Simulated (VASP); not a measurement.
A run of VASP 6.6.1 is set up as follows.

INCAR

```
  PREC = Accurate
  ENCUT = 520
  EDIFF = 1E-6
  ISMEAR = 0
  SIGMA = 0.02
  LREAL = F
  LASPH = T
  NELM = 80
  ALGO = Normal
  ISIF = 2
  LWAVE = F
  LCHARG = F
  LDIPOL = T
  IDIPOL = 3
  DIPOL = 0.5 0.5 0.500
  GGA = PE
  IVDW = 12
  NBANDS = 20
```

File KPOINTS:

```
Automatic mesh
0
Gamma
  12 12 1
```

The input POSCAR:

```
WS2
1.0
    3.1570597457      0.0000000000      0.0000000000
   -1.5785298729      2.7340939411      0.0000000000
    0.0000000000      0.0000000000     32.2909956605
S W
2 1
Direct
    0.3333333333      0.6666666667      0.4512945054
    0.3333333333      0.6666666667      0.5487054946
    0.6666666667      0.3333333333      0.5000183667
```

Potentials or basis: VASP PAW PBE potentials, release 64 (S, W_sv).

Run with:

```bash
$ cat potpaw_PBE.64/S/POTCAR potpaw_PBE.64/W_sv/POTCAR > POTCAR
$ mpirun -np 1 vasp_std > vasp.out
```

Estimate the band gap on the k mesh.

1.92 eV.

Estimate the dispersion energy per atom.

-0.311 eV.

Predict the largest force.

0.097 eV/Å.

Forces on the atoms (eV/Å):
```
S    0.000  0.000 -0.077
S    0.000  0.000  0.097
W    0.000  0.000 -0.020
```

Caveat: the cell differs from its parent crystal (atoms taken out); spin-orbit coupling is left out, which moves the levels of the heavy elements.
